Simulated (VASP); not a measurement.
Wanted: the native input for a VASP 6.6.1 run.

* Task: single point
* Functional: PBE
* Potentials or basis: VASP PAW PBE potentials, release 64 (Hg)
* Cutoff: 520 eV
* k mesh: 11 × 11 × 11
* Occupations: fermi-dirac, width 0.05 eV
* Spin: no spin polarisation
* Dipole correction: no
* Further INCAR settings: ALGO = Normal; EDIFF = 1e-07; NBANDS = 19

The structure of Hg lies in POSCAR:

```
Hg
1.0
    0.0000000000      3.5007374005      3.5007374005
    3.5007374005      0.0000000000      3.5007374005
    3.5007374005      3.5007374005      0.0000000000
Hg
2
Direct
   -0.1250000000     -0.1250000000     -0.1250000000
    0.1250000000      0.1250000000      0.1250000000
```

The input as run:

INCAR

```
ALGO = Normal
EDIFF = 1E-7
ENCUT = 520
GGA = PE
ISIF = 2
ISMEAR = -1
LASPH = T
LCHARG = F
LREAL = F
LWAVE = F
NBANDS = 19
NELM = 80
PREC = Accurate
SIGMA = 0.05
```

KPOINTS

```
k-points
0
Gamma
  11 11 11
```

Potentials or basis: VASP PAW PBE potentials, release 64 (Hg).

Command:

```bash
$ cat potpaw_PBE.64/Hg/POTCAR > POTCAR
$ mpirun -np 1 vasp_std > vasp.out
```

It gave:

```
Pressure               : 0.5 GPa
Band gap on the k mesh : zero (bands 12 and 13 overlap by 1.60 eV)
```

Caveat: spin-orbit coupling is left out, which moves the levels of the heavy elements.

It took 47 s on 1 thread of AMD EPYC 9R45 96-Core Processor (Zen 5), with other jobs on the host, peak memory 0.24 GiB.
